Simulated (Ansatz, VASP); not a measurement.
# Ba: VASP beside Ansatz

Contents of INCAR:

```
  PREC = Accurate
  ENCUT = 520
  EDIFF = 1E-6
  ISMEAR = 0
  SIGMA = 0.15
  LREAL = False
  LASPH = True
  NELM = 60
  ALGO = Fast
  ISIF = 2
  LWAVE = False
  LCHARG = False
  GGA = PS
  NBANDS = 11
```

File KPOINTS:

```
regular mesh
0
Gamma
  14 14 14
```

The input POSCAR:

```
Ba
1.0
    0.0000000000      3.0814481990      3.0814481990
    3.0814481990      0.0000000000      3.0814481990
    3.0814481990      3.0814481990      0.0000000000
Ba
1
Direct
    0.0000000000      0.0000000000      0.0000000000
```

Input for Ansatz:

```yaml
crystal:
  lattice:
    - [0.0, 3.081448199, 3.081448199]
    - [3.081448199, 0.0, 3.081448199]
    - [3.081448199, 3.081448199, 0.0]
  atoms:
    - { symbol: Ba, position: [0.0, 0.0, 0.0] }
basis:
  ecutwfc: 420
kpoints:
  mp_grid: { grid: [14, 14, 14] }
hamiltonian:
  xc: pbesol
  pseudopotentials: { kind: paw }
scf:
  occupations: { method: gaussian, width: 0.15 }
output:
  forces: true
  stress: true
  eigenvalues: true
  write_density: true
  write_potential: true
  elf: true
  volumetric_format: npy
```

Alike in both runs: task single point; functional PBEsol; k mesh 14 × 14 × 14; occupations gaussian, width 0.15 eV; no spin polarisation.

```csv
,VASP,Ansatz
version,VASP 6.6.1,Ansatz 0.2.0
potentials or method,"VASP PAW PBE potentials, release 64 (Ba_sv), cutoff 520 eV","scalar-relativistic, plane waves, PAW"
valence electrons in the cell,10,10
```

Ansatz gave:

```
gap on the k mesh at the Fermi level (eV) : none
pressure (GPa)                            : 0.0
```

Q: Estimate VASP's values.

A: gap on the k mesh at the Fermi level (eV): none; pressure (GPa): 0.1.

VASP's potentials were made for PBE, not for PBEsol. A gap of «none» marks a metal or a gap that the smearing closes.

Neither program's run includes spin-orbit coupling.
